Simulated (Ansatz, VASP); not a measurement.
Pt: VASP beside Ansatz

```
Pt
1.0
     0.00000    2.04564    2.04564
     2.04564    0.00000    2.04564
     2.04564    2.04564    0.00000
Pt
1
Cartesian
  0.0000 0.0000 0.0000
```

Alike in both runs: task single point; functional revPBE; k mesh 22 × 22 × 22; occupations fermi-dirac, width 0.1 eV; no spin polarisation.

|  | VASP | Ansatz |
| --- | --- | --- |
| version | VASP 6.6.1 | Ansatz 0.2.0 |
| potentials or method | VASP PAW PBE potentials, release 64 (Pt), cutoff 520 eV | plane waves (420 eV) with PAW, scalar-relativistic |
| valence electrons in the cell | 10 | 18 |

|  | VASP | Ansatz | Ansatz less VASP |
| --- | --- | --- | --- |
| pressure (GPa) | -14.8 | -14.4 | +0.34 |

VASP's potentials were made for PBE, not for revPBE. With one functional, cell and mesh, what is left measures potentials, basis and numerics. VASP's potentials hold 10 valence electrons a cell and Ansatz's 18, so a difference there can come from the potentials and not from the codes.

Neither program's run includes spin-orbit coupling.
